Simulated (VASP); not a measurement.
MgB2:

```xyz
3
Lattice="1.4067 0.8121 4.2485 -1.4067 0.8121 4.2485 0.0000 -1.6243 4.2485" Properties=species:S:1:pos:R:3 pbc="T T T"
Mg    0.0000    0.0000    0.0000
B     0.0000    0.0000    9.5591
B     0.0000    0.0000    3.1864
```

```yaml
Program: VASP 6.6.1
Task: relaxation of cell and atoms
Functional: PBE
Potentials_or_basis: VASP PAW PBE potentials, release 64 (Mg, B)
Cutoff: 600 eV
k_mesh: 6 × 6 × 6
Occupations: gaussian, width 0.1 eV
Spin: no spin polarisation
```

At the start: pressure 72.5 GPa; volume 9.71 Å³/atom.

Question: Where does the relaxation end?

Answer: Over 18 steps the energy falls by 3027.7 meV/atom and the volume is 11.11 Å³/atom (+14.5 %); space group R-3m (No. 166, to 0.05 Å).

Step by step:
```
step  energy change (eV)  largest force (eV/Å)  pressure (GPa)  volume (Å³)
   1              0.0000                7.9829           72.48        29.12
   2             -4.6471                2.1691          -18.41        51.75
   3             -4.7942                2.9843          -13.70        45.79
   4             -6.3614                3.0910          -16.17        40.93
   5             -7.3438                5.1348           40.11        28.09
   6             -7.3055                3.7242          -11.39        36.42
   7             -8.6211                2.3717            0.84        32.12
   8             -8.5973                0.2848           14.49        30.07
   9             -8.7040                1.1130            7.02        31.04
  10             -8.8248                2.1368           11.34        31.57
  11             -8.9601                0.9031            8.14        31.37
  12             -9.0217                0.8813           -4.30        34.51
  13             -9.0806                0.1739           -0.07        33.14
  14             -9.0807                0.1528            0.06        33.10
  15             -9.0807                0.1335            0.18        33.06
  16             -9.0823                0.0363            0.06        33.18
  17             -9.0826                0.0390           -0.02        33.28
  18             -9.0831                0.0044           -0.03        33.34
```

Final structure:
```
CELL_PARAMETERS angstrom
1.51916 0.87709 4.17071
-1.51916 0.87709 4.17071
0.00000 -1.75418 4.17071
ATOMIC_POSITIONS crystal
Mg 0.00000 0.00000 0.00000
B 0.82116 0.82116 0.82116
B 0.17884 0.17884 0.17884
```

Caveat: the k points lie up to 0.41 Å⁻¹ apart in the final cell.
